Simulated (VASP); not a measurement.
# SiGe (P6_3mc) in VASP: notebook

Runs on SiGe. Level: PBEsol. Tasks: single point.

Everything below comes from runs of VASP 6.6.1. Logs are shortened: lines on timing, memory, paths and dates and some standing lists are left out, and cuts for length are marked.

## Step 1: The cell of the first run

It takes space group P6_3mc (No. 186, hexagonal). The conventional cell has a = 3.904 Å, b = 3.904 Å, c = 6.451 Å, α = 90.00°, β = 90.00°, γ = 120.00°. Si (site symmetry 3m) has 1 Ge at 1.91 Å within 2.5 Å. Ge (site symmetry 3m) has 1 Si at 1.91 Å within 2.5 Å.

## Step 2: Single point, PBEsol (all Si atoms moved -0.500 Å, as atom 1 along Cartesian [0 0 1])

Contents of INCAR:

```
  PREC = Accurate
  ENCUT = 520
  EDIFF = 1E-6
  ISMEAR = 0
  SIGMA = 0.03
  LREAL = False
  LASPH = True
  NELM = 80
  ALGO = Normal
  ISIF = 2
  LWAVE = False
  LCHARG = False
  GGA = PS
  NBANDS = 26
```

Contents of KPOINTS:

```
regular mesh
0
Gamma
  12 12 6
```

Contents of POSCAR:

```
SiGe
1.0
    3.9044512986      0.0000000000      0.0000000000
   -1.9522256493      3.3813540124      0.0000000000
    0.0000000000      0.0000000000      6.4507830000
Si Ge
2 2
Direct
    0.6666666667      0.3333333333      0.7970970295
    0.3333333333      0.6666666667      0.2970970295
    0.6666666667      0.3333333333      0.5003920000
    0.3333333333      0.6666666667      0.0003920000
```

Potentials or basis: VASP PAW PBE potentials, release 64 (Si, Ge_d).

Run with:

```bash
> cat potpaw_PBE.64/Si/POTCAR potpaw_PBE.64/Ge_d/POTCAR > POTCAR
> mpirun -np 1 vasp_std > vasp.out
```

OUTCAR:

```text
PREC = Accurate
   ENCUT = 520
   EDIFF = 1E-6
   ISMEAR = 0
   LREAL = False
   LASPH = True
   NELM = 80
   ISIF = 2
   GGA = PS

 ion  position               nearest neighbor table
   1  0.667  0.333  0.797-   3 1.91   4 2.61   4 2.61   4 2.61
   2  0.333  0.667  0.297-   4 1.91   3 2.61   3 2.61   3 2.61
   3  0.667  0.333  0.500-   1 1.91   2 2.61   2 2.61   2 2.61
   4  0.333  0.667  0.000-   2 1.91   1 2.61   1 2.61   1 2.61

  LATTYP: Found a hexagonal cell.
 ALAT       =     3.9044512986
 C/A-ratio  =     1.6521612146

  Lattice vectors:

 A1 = (   3.9044512986,   0.0000000000,   0.0000000000)
 A2 = (  -1.9522256493,   3.3813540124,   0.0000000000)
 A3 = (   0.0000000000,   0.0000000000,   6.4507830000)

Analysis of symmetry for initial positions (statically):
=====================================================================
 Subroutine PRICEL returns:
 Original cell was already a primitive cell.

 Routine SETGRP: Setting up the symmetry group for a
 hexagonal supercell.

 Subroutine GETGRP returns: Found 12 space group operations
 (whereof  6 operations were pure point group operations)
 out of a pool of 24 trial point group operations.

The static configuration has the point symmetry C_3v.
 The point group associated with its full space group is C_6v.

Analysis of symmetry for dynamics (positions and initial velocities):
=====================================================================
 Subroutine PRICEL returns:
 Original cell was already a primitive cell.

 Routine SETGRP: Setting up the symmetry group for a
 hexagonal supercell.

 Subroutine GETGRP returns: Found 12 space group operations
 (whereof  6 operations were pure point group operations)
 out of a pool of 24 trial point group operations.

The dynamic configuration has the point symmetry C_3v.
 The point group associated with its full space group is C_6v.

 Subroutine INISYM returns: Found 12 space group operations
 (whereof  6 operations are pure point group operations),
 and found     1 'primitive' translations

----------------------------------------------------------------------------------------

                                     Primitive cell

  volume of cell :      85.1654

  direct lattice vectors                    reciprocal lattice vectors
     3.904451299  0.000000000  0.000000000     0.256117934  0.147869758  0.000000000
    -1.952225649  3.381354012  0.000000000     0.000000000  0.295739516  0.000000000
     0.000000000  0.000000000  6.450783000     0.000000000  0.000000000  0.155019941

  length of vectors
     3.904451299  3.904451299  6.450783000     0.295739516  0.295739516  0.155019941

  position of ions in fractional coordinates (direct lattice)
     0.666666667  0.333333333  0.797097030
     0.333333333  0.666666667  0.297097030
     0.666666667  0.333333333  0.500392000
     0.333333333  0.666666667  0.000392000

  ion indices of the primitive-cell ions
   primitive index   ion index
                 1           1
                 2           2
                 3           3
                 4           4

----------------------------------------------------------------------------------------

 KPOINTS: regular mesh

Automatic generation of k-mesh.
 Grid dimensions read from file:
 generate k-points for:   12   12    6

 Generating k-lattice:

  Cartesian coordinates                     Fractional coordinates (reciprocal lattice)
     0.021343161  0.012322480  0.000000000     0.083333333  0.000000000  0.000000000
     0.000000000  0.024644960  0.000000000     0.000000000  0.083333333  0.000000000
     0.000000000  0.000000000  0.025836657     0.000000000  0.000000000  0.166666667

  Length of vectors
     0.024644960  0.024644960  0.025836657

  Shift w.r.t. Gamma in fractional coordinates (k-lattice)
     0.000000000  0.000000000  0.000000000

 Subroutine IBZKPT returns following result:
 ===========================================

 Found     76 irreducible k-points:

 Following reciprocal coordinates:
            Coordinates               Weight
  0.000000  0.000000  0.000000      1.000000
  0.083333 -0.000000  0.000000      6.000000
  0.166667 -0.000000  0.000000      6.000000
  0.250000 -0.000000  0.000000      6.000000
  0.333333 -0.000000  0.000000      6.000000
  0.416667 -0.000000  0.000000      6.000000
[... 16 lines left out ...]
  0.250000 -0.000000  0.166667     12.000000
  0.333333 -0.000000  0.166667     12.000000
 [... further k-points ...]
   k-points           NKPTS =     76   k-points in BZ     NKDIM =     76   number of bands    NBANDS=     26
   number of dos      NEDOS =    301   number of ions     NIONS =      4
   total plane-waves  NPLWV =  43200
   dimension x,y,z NGX =    30 NGY =   30 NGZ =   48
   dimension x,y,z NGXF=    60 NGYF=   60 NGZF=   96
   ions per type =               2   2
   NGX,Y,Z   is equivalent  to a cutoff of  12.77, 12.77, 12.37 a.u.
   NGXF,Y,Z  is equivalent  to a cutoff of  25.55, 25.55, 24.74 a.u.
 SYSTEM =  unknown system
   PREC   = accura    normal or accurate (medium, high low for compatibility)
   ISTART =      0    job   : 0-new  1-cont  2-samecut
   ICHARG =      2    charge: 1-file 2-atom 10-const
   ISPIN  =      1    spin polarized calculation?
   LNONCOLLINEAR =      F non collinear calculations
   LSORBIT =      F    spin-orbit coupling
   LASPH  =      T    aspherical Exc in radial PAW
   ENCUT  =  520.0 eV  38.22 Ry    6.18 a.u.   7.26  7.26 11.99*2*pi/ulx,y,z
   NELM   =     80;   NELMIN=  2; NELMDL= -5     # of ELM steps
   EDIFF  = 0.1E-05   stopping-criterion for ELM
   LREAL  =      F    real-space projection
   EDIFFG = 0.1E-04   stopping-criterion for IOM
   NSW    =      0    number of steps for IOM
   IBRION =     -1    ionic relax: 0-MD 1-quasi-New 2-CG
   NFREE  =      0    steps in history (QN), initial steepest desc. (CG)
   ISIF   =      2    stress and relaxation
   ISYM   =      2    0-nonsym 1-usesym 2-fastsym
   POTIM  = 0.5000    time-step for ionic-motion
   TEBEG  =    0.0;   TEEND  =   0.0 temperature during run
   PSTRESS=    0.0 pullay stress
   NELECT =      36.0000    total number of electrons
   NUPDOWN=      -1.0000    fix difference up-down
   EMIN   =  10.00;   EMAX   =-10.00  energy-range for DOS
   EFERMI =   0.00;   METHOD = LEGACY
   ISMEAR =     0;   SIGMA  =   0.03  broadening in eV -4-tet -1-fermi 0-gaus
   EFERMI_NEDOS =   21; number of points for ismear=-14 and -15
   IALGO  =     38    algorithm
   IMIX   =      4    mixing-type and parameters
     AMIX     =   0.40;   BMIX     =  1.00
     AMIX_MAG =   1.60;   BMIX_MAG =  1.00
  volume/ion in A,a.u.               =      21.29       143.68
  Fermi-wavevector in a.u.,A,eV,Ry     =   1.228631  2.321775 20.538443  1.509533
  Thomas-Fermi vector in A             =   2.363549
   LORBIT       =      0    0 simple, 1 ext, 2 COOP (PROOUT), +10 PAW based schemes
   GGA     = PS    functional components
   LHFCALC =     F    Hartree Fock is set to
   AEXX    =    0.0000 exact exchange contribution
   IVDW    =     0    specifies the selected vdW correction
   LEPSILON=     F    determine dielectric tensor
   LRPA    =     F    only Hartree local field effects (RPA)
 non-spin polarized calculation
 Gauss-broadening in eV      SIGMA  =   0.03
  energy-cutoff  :      520.00
  volume of cell :       85.17
 maximum number of plane-waves:      2316
 NGX is ok and might be reduce to    30
   NGX = 15   NGY = 15   NGZ = 23

 number of electron      35.9999967 magnetization

 Free energy of the ion-electron system (eV)
  ---------------------------------------------------
  ext. energy  EPLUGINS =         0.00000000
  ---------------------------------------------------
  free energy    TOTEN  =       -16.71853017 eV

  energy without entropy =      -16.71788112  energy(sigma->0) =      -16.71820565

 E-fermi :   5.3856     XC(G=0):  -9.8991

 val. band max:        5.3677787449   @ k =   0.5000  -0.0000   0.0000
 cond. band min:       5.3956058806   @ k =   0.2500   0.0833   0.0000
 fundamental gap:      0.0278271357
 Fermi energy:         5.3855521469

 k-point     1 :       0.0000    0.0000    0.0000
  band No.  band energies     occupation
      1     -19.6112      2.00000
      2     -19.6073      2.00000
      3     -19.4696      2.00000
      4     -19.4696      2.00000
      5     -19.4622      2.00000
      6     -19.4622      2.00000
[... 18 lines left out ...]
     25      10.6429      0.00000
     26      11.4786      0.00000

 k-point     2 :       0.0833   -0.0000    0.0000
  band No.  band energies     occupation
      1     -19.6110      2.00000
      2     -19.6071      2.00000
      3     -19.4698      2.00000
      4     -19.4697      2.00000
      5     -19.4625      2.00000
      6     -19.4621      2.00000
[... 18 lines left out ...]
     25      10.9335      0.00000
     26      10.9482      0.00000

 k-point     3 :       0.1667   -0.0000    0.0000
  band No.  band energies     occupation
      1     -19.6102      2.00000
      2     -19.6067      2.00000
      3     -19.4703      2.00000
      4     -19.4702      2.00000
      5     -19.4634      2.00000
      6     -19.4620      2.00000
[... 18 lines left out ...]
     25      11.3253      0.00000
     26      11.6976      0.00000

 k-point     4 :       0.2500   -0.0000    0.0000
  band No.  band energies     occupation
      1     -19.6092      2.00000
      2     -19.6063      2.00000
      3     -19.4711      2.00000
      4     -19.4708      2.00000
      5     -19.4647      2.00000
      6     -19.4618      2.00000
[... 18 lines left out ...]
     25      11.2262      0.00000
     26      12.5983      0.00000

 k-point     5 :       0.3333   -0.0000    0.0000
  band No.  band energies     occupation
      1     -19.6081      2.00000
      2     -19.6059      2.00000
      3     -19.4720      2.00000
      4     -19.4714      2.00000
      5     -19.4659      2.00000
      6     -19.4617      2.00000
[... 18 lines left out ...]
     25      12.5193      0.00000
     26      13.6537      0.00000

 k-point     6 :       0.4167   -0.0000    0.0000
  band No.  band energies     occupation
      1     -19.6072      2.00000
      2     -19.6056      2.00000
      3     -19.4726      2.00000
      4     -19.4718      2.00000
      5     -19.4667      2.00000
      6     -19.4616      2.00000
[... 427 lines left out ...]
 k-point    21 :       0.0833   -0.0000    0.1667
  band No.  band energies     occupation
      1     -19.6107      2.00000
      2     -19.6074      2.00000
      3     -19.4693      2.00000
      4     -19.4692      2.00000
      5     -19.4630      2.00000
      6     -19.4627      2.00000
[... 18 lines left out ...]
     25      10.5474      0.00000
     26      11.1781      0.00000

 k-point    22 :       0.1667   -0.0000    0.1667
  band No.  band energies     occupation
      1     -19.6100      2.00000
      2     -19.6070      2.00000
      3     -19.4699      2.00000
      4     -19.4697      2.00000
      5     -19.4639      2.00000
      6     -19.4625      2.00000
[... 18 lines left out ...]
     25      11.0345      0.00000
     26      11.2567      0.00000

 k-point    23 :       0.2500   -0.0000    0.1667
  band No.  band energies     occupation
      1     -19.6090      2.00000
      2     -19.6065      2.00000
      3     -19.4707      2.00000
      4     -19.4702      2.00000
      5     -19.4651      2.00000
      6     -19.4624      2.00000
[... 18 lines left out ...]
     25      11.4637      0.00000
     26      12.1206      0.00000

 k-point    24 :       0.3333   -0.0000    0.1667
  band No.  band energies     occupation
      1     -19.6080      2.00000
      2     -19.6060      2.00000
      3     -19.4715      2.00000
      4     -19.4708      2.00000
      5     -19.4662      2.00000
      6     -19.4623      2.00000
[... 18 lines left out ...]
     25      12.6808      0.00000
     26      12.8644      0.00000

 [... further k-points ...]

------------------------ aborting loop because EDIFF is reached ----------------------------------------

  FORCE on cell =-STRESS in cart. coord.  units (eV):
  Direction    XX          YY          ZZ          XY          YZ          ZX
  --------------------------------------------------------------------------------------
  -------------------------------------------------------------------------------------
  Total       -4.0585559     -4.0585559     29.3280651     -0.0000000      0.0000000      0.0000000
  in kB      -76.3517564    -76.3517564    551.7354762     -0.0000000      0.0000000      0.0000000
  external PRESSURE =     133.0106544 kB  Pullay stress =       0.0000000 kB

 VOLUME and BASIS-vectors are now :
 -----------------------------------------------------------------------------
  energy-cutoff  :      520.00
  volume of cell :       85.17
      direct lattice vectors                 reciprocal lattice vectors
     3.904451299  0.000000000  0.000000000     0.256117934  0.147869758  0.000000000
    -1.952225649  3.381354012  0.000000000     0.000000000  0.295739516  0.000000000
     0.000000000  0.000000000  6.450783000     0.000000000  0.000000000  0.155019941

 POSITION                                       TOTAL-FORCE (eV/Angst)
 -----------------------------------------------------------------------------------
      1.95223      1.12712      5.14190        -0.000000     -0.000000     11.183865
     -0.00000      2.25424      1.91651        -0.000000      0.000000     11.183865
      1.95223      1.12712      3.22792        -0.000000      0.000000    -11.183865
     -0.00000      2.25424      0.00253         0.000000      0.000000    -11.183865
 -----------------------------------------------------------------------------------
    total drift:                                0.000000      0.000000      0.000894

  FREE ENERGIE OF THE ION-ELECTRON SYSTEM (eV)
  ---------------------------------------------------
  free  energy   TOTEN  =       -16.7185301670 eV

  energy  without entropy=      -16.7178811249  energy(sigma->0) =      -16.71820565
```

Run time: 6.1 min. Hardware: 1 thread of AMD EPYC 7R13, shared host; peak memory 0.25 GiB.

What came out:

```
Free energy            : -16.7185 eV
Pressure               : 13.3 GPa
Largest force          : 11.184 eV/Å
Band gap on the k mesh : zero (band 18 reaches 6.29 eV, above the bottom of band 19 at 4.68 eV)
```

Forces in eV/Å, atoms in the order of the input:
```
Si    0.000   0.000  11.184
Si    0.000   0.000  11.184
Ge    0.000   0.000 -11.184
Ge    0.000   0.000 -11.184
```

Caveat: the cell differs from its parent crystal (all Si atoms moved -0.500 Å, as atom 1 along Cartesian [0 0 1]); the PAW data sets were made with another functional, which shifts forces and pressure a little.

## Step 3: Single point, PBEsol (all Si atoms moved +0.375 Å, as atom 1 along Cartesian [0 0 1])

Contents of INCAR:

```
PREC = Accurate
ENCUT = 520
EDIFF = 1E-6
ISMEAR = 0
SIGMA = 0.03
LREAL = False
LASPH = True
NELM = 100
ALGO = Normal
ISIF = 2
LWAVE = False
LCHARG = True
GGA = PS
LELF = True
LVHAR = True
NBANDS = 26
```

KPOINTS is that of step 2.

Edit POSCAR of step 2 so:

```diff
@@ -8,4 +8,4 @@
 Direct
-    0.6666666667      0.3333333333      0.7970970295
-    0.3333333333      0.6666666667      0.2970970295
+    0.6666666667      0.3333333333      0.9327394779
+    0.3333333333      0.6666666667      0.4327394779
     0.6666666667      0.3333333333      0.5003920000
```

Potentials or basis: VASP PAW PBE potentials, release 64 (Si, Ge_d).

Run with:

```bash
> cat potpaw_PBE.64/Si/POTCAR potpaw_PBE.64/Ge_d/POTCAR > POTCAR
> mpirun -np 1 vasp_std > vasp.out
```

It took 5.7 min on 1 thread of AMD EPYC 7R13, shared host; peak memory 0.25 GiB.

The run converged. Its results:

```yaml
Free_energy: -20.1983 eV
Pressure: 2.5 GPa
Largest_force: 2.087 eV/Å
Band_gap_on_the_k_mesh: zero (band 18 reaches 6.59 eV, above the bottom of band 19 at 5.29 eV)
```

Forces on the atoms (eV/Å):
```
Si   0.000  0.000 -2.087
Si   0.000  0.000 -2.087
Ge   0.000  0.000  2.087
Ge   0.000  0.000  2.087
```

Stress tensor (GPa, compression positive):
```
 6.77  0.00  0.00
 0.00  6.77  0.00
 0.00  0.00 -6.19
```

Levels at points of the mesh, in eV from the Fermi level:
```tsv
k point	band 16	band 17	band 18	band 19	band 20	band 21
(0.00, 0.00, 0.00)	-0.98	-0.98	-0.40	1.07	1.58	1.85
(0.50, 0.00, 0.00)	-3.66	-2.47	-2.17	-0.21	1.54	3.10
(0.00, 0.00, 0.50)	-1.60	-1.60	-1.60	0.36	0.36	2.80
(0.50, 0.00, 0.50)	-3.14	-1.80	-1.80	0.53	0.53	1.03
```

Caveat: the cell differs from its parent crystal (all Si atoms moved +0.375 Å, as atom 1 along Cartesian [0 0 1]); the PAW data sets were made with another functional, which shifts forces and pressure a little.

(Part 1 of 2 ends here.)
